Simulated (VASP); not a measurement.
# MgB2 (R-3m) in VASP: a series of runs, part 2 of 2

VASP 6.6.1. Earlier steps stand in the parts before.

**4. Relaxation of cell and atoms, PBE**

This run uses another cell than the first one, of 11.13 Å³/atom, 1.147 times its volume.

Input file INCAR:

```
PREC     = Accurate       # precision mode
ENCUT    = 600            # plane-wave cutoff, eV
EDIFF    = 1E-6           # SCF threshold, eV
ISMEAR   = 0              # smearing method
SIGMA    = 0.1            # smearing width, eV
LREAL    = F              # projectors in reciprocal space
LASPH    = T              # aspherical terms in the spheres
NELM     = 80             # most SCF steps
ALGO     = Normal         # electronic algorithm
ISIF     = 3              # what is computed and relaxed
LWAVE    = F              # write WAVECAR
LCHARG   = F              # write CHGCAR
GGA      = PE             # functional
IBRION   = 2              # ionic algorithm
NSW      = 100            # ionic steps
EDIFFG   = -0.01          # ionic threshold
```

Input file KPOINTS:

```
Automatic mesh
0
Gamma
  18 18 18
```

Input file POSCAR:

```
MgB2
1.0
    1.5195789653      0.8773293247      4.1741408653
   -1.5195789653      0.8773293247      4.1741408653
    0.0000000000     -1.7546586494      4.1741408653
Mg B
1 2
Direct
    0.0000000000      0.0000000000      0.0000000000
    0.8212803147      0.8212803147      0.8212803147
    0.1787196853      0.1787196853      0.1787196853
```

Potentials or basis: VASP PAW PBE potentials, release 64 (Mg, B).

Started as:

```
cat potpaw_PBE.64/Mg/POTCAR potpaw_PBE.64/B/POTCAR > POTCAR
mpirun -np 1 vasp_std > vasp.out
```

OUTCAR:

```text
PREC = Accurate
   ENCUT = 600
   EDIFF = 1E-6
   ISMEAR = 0
   LREAL = F
   LASPH = T
   NELM = 80
   ISIF = 3
   GGA = PE
   IBRION = 2
   NSW = 100
   EDIFFG = -0.01

 ion  position               nearest neighbor table
   1  0.000  0.000  0.000-   2 2.24   3 2.24   2 2.61   2 2.61   3 2.61   3 2.61   2 2.61   3 2.61

   2  0.821  0.821  0.821-   3 1.78   3 1.78   3 1.78   1 2.24   1 2.61   1 2.61   1 2.61
   3  0.179  0.179  0.179-   2 1.78   2 1.78   2 1.78   1 2.24   1 2.61   1 2.61   1 2.61

  LATTYP: Found a trigonal (rhomboedric) cell.
 ALAT       =     4.5279442288
 COS(alpha) =     0.7747450185

  Lattice vectors:

 A1 = (   1.5195789653,   0.8773293247,   4.1741408653)
 A2 = (  -1.5195789653,   0.8773293247,   4.1741408653)
 A3 = (   0.0000000000,  -1.7546586494,   4.1741408653)

Analysis of symmetry for initial positions (statically):
=====================================================================
 Subroutine PRICEL returns:
 Original cell was already a primitive cell.

 Routine SETGRP: Setting up the symmetry group for a
 trigonal (rhombohedral) supercell.

 Subroutine GETGRP returns: Found 12 space group operations
 (whereof 12 operations were pure point group operations)
[... 174 lines left out ...]
  -------------------------------------------------------------------------------------
  Total        0.1056209      0.1056209     -0.3506846      0.0000000      0.0000000      0.0000000
  in kB        5.0682305      5.0682305    -16.8276341      0.0000000      0.0000000      0.0000000
  external PRESSURE =      -2.2303910 kB  Pullay stress =       0.0000000 kB
[... 98 lines left out ...]
--------------------------------------- Ionic step        4  -------------------------------------------

 number of electron       8.0000000 magnetization

 Free energy of the ion-electron system (eV)
  ---------------------------------------------------
  ext. energy  EPLUGINS =         0.00000000
  ---------------------------------------------------
  free energy    TOTEN  =       -14.03984335 eV

  energy without entropy =      -14.03369480  energy(sigma->0) =      -14.03676907

 E-fermi :   4.1427     XC(G=0): -10.2943

 val. band max:        4.1400402210   @ k =   0.5000   0.3333   0.2778
 cond. band min:       4.1479262739   @ k =  -0.1667   0.0556  -0.0000
 fundamental gap:      0.0078860529
 Fermi energy:         4.1427342808

 k-point     1 :       0.0000    0.0000    0.0000
  band No.  band energies     occupation
      1      -7.4593      2.00000
      2       0.1016      2.00000
      3       2.7429      2.00000
      4       5.3342      0.00000
      5       5.3342      0.00000
      6      12.2235      0.00000
      7      12.2235      0.00000
      8      13.5932      0.00000
[... 243 lines left out ...]
 k-point    24 :      -0.2222    0.0556   -0.0000
  band No.  band energies     occupation
      1      -6.3208      2.00000
      2       1.0223      2.00000
      3       1.7994      2.00000
      4       3.7170      2.00000
      5       4.0586      1.76604
      6       9.6100      0.00000
      7      11.5994      0.00000
      8      12.0055      0.00000

 [... further k-points ...]
[... 5 lines left out ...]
  --------------------------------------------------------------------------------------
  -------------------------------------------------------------------------------------
  Total       -0.0116115     -0.0116115     -0.0166311      0.0000000     -0.0000000      0.0000000
  in kB       -0.5578204     -0.5578204     -0.7989641      0.0000000     -0.0000000      0.0000000
  external PRESSURE =      -0.6382016 kB  Pullay stress =       0.0000000 kB
[... 18 lines left out ...]
  FREE ENERGIE OF THE ION-ELECTRON SYSTEM (eV)
  ---------------------------------------------------
  free  energy   TOTEN  =       -14.0398433452 eV

  energy  without entropy=      -14.0336948014  energy(sigma->0) =      -14.03676907

 reached required accuracy - stopping structural energy minimisation
```

CONTCAR:

```text
MgB2
   1.00000000000000
     1.5231935674611679    0.8794162162309719    4.1495708447904009
    -1.5231935674611679    0.8794162162309719    4.1495708447904009
     0.0000000000000000   -1.7588324324619438    4.1495708447904009
  Mg              B
     1     2
Direct
     1.0000000000000000    1.0000000000000000    0.0000000000000000
     0.8215806905700671    0.8215806905700671    0.8215806905700671
     0.1784193094299329    0.1784193094299329    0.1784193094299329

  0.00000000E+00  0.00000000E+00  0.00000000E+00
  0.00000000E+00  0.00000000E+00  0.00000000E+00
  0.00000000E+00  0.00000000E+00  0.00000000E+00
```

Wall time 8.3 min (1 thread of Intel Xeon 6975P-C (Granite Rapids), shared host); peak memory 0.39 GiB.

Results:

| Item | Value |
| --- | --- |
| Free energy | -14.0398 eV |
| Relaxed volume | 11.12 Å³/atom |
| Relaxed cell | a = 4.507 Å, b = 4.507 Å, c = 4.507 Å, α = 39.51°, β = 39.51°, γ = 39.51° |
| Space group after relaxing (to 0.05 Å) | R-3m (No. 166) |
| Energy gained by relaxing | 0.6 meV/atom |
| Ionic steps | 4 |
| Pressure after relaxing | -0.1 GPa |
| Largest force after relaxing | 0.005 eV/Å |
| Band gap on the k mesh | zero (band 4 reaches 5.37 eV, above the bottom of band 5 at 2.89 eV) |

Forces in eV/Å, atoms in the order of the input:
```
Mg   0.000  0.000  0.000
B    0.000  0.000 -0.005
B    0.000  0.000  0.005
```

Step by step:
| step | energy change (eV) | largest force (eV/Å) | pressure (GPa) | volume (Å³) |
| --- | --- | --- | --- | --- |
| 1 | 0.0000 | 0.0944 | -0.22 | 33.39 |
| 2 | -0.0016 | 0.0186 | 0.12 | 33.31 |
| 3 | -0.0016 | 0.0186 | 0.12 | 33.31 |
| 4 | -0.0017 | 0.0050 | -0.06 | 33.35 |

Final structure:
```cif
data_structure
_symmetry_space_group_name_H-M 'P 1'
_symmetry_Int_Tables_number 1
_cell_length_a 4.5069
_cell_length_b 4.5069
_cell_length_c 4.5069
_cell_angle_alpha 39.506
_cell_angle_beta 39.506
_cell_angle_gamma 39.506
_cell_volume 33.35
loop_
_atom_site_label
_atom_site_type_symbol
_atom_site_fract_x
_atom_site_fract_y
_atom_site_fract_z
_atom_site_occupancy
Mg1 Mg 0.00000 0.00000 0.00000 1
B1 B 0.82158 0.82158 0.82158 1
B2 B 0.17842 0.17842 0.17842 1
```

**5. The runs side by side**

| task | cell | k mesh | cutoff (eV) | gap on the mesh (eV) | pressure (GPa) | relaxed volume (Å³/atom) | largest force (eV/Å) |
| --- | --- | --- | --- | --- | --- | --- | --- |
| relaxation of cell and atoms | relaxed from a = 4.548 Å, angles 36.0°, 3 atoms | 6 × 6 × 6 | 600 | none | 0.0 | 11.11 | - |
| single point | a = 4.508 Å, angles 39.5°, 3 atoms | 18 × 18 × 18 | 520 | none | -0.1 | - | 0.02 |
| relaxation of cell and atoms | relaxed from a = 4.528 Å, angles 39.2°, 3 atoms | 18 × 18 × 18 | 600 | none | -0.1 | 11.12 | 0.01 |

Alike in all rows: level PBE; potentials or basis VASP PAW PBE potentials, release 64 (Mg, B); no spin polarisation; smearing gaussian 0.1 eV.

Caveats: some runs use coarse meshes.

Total energies depend on the potentials used, so only differences within one code and one set of settings carry meaning.
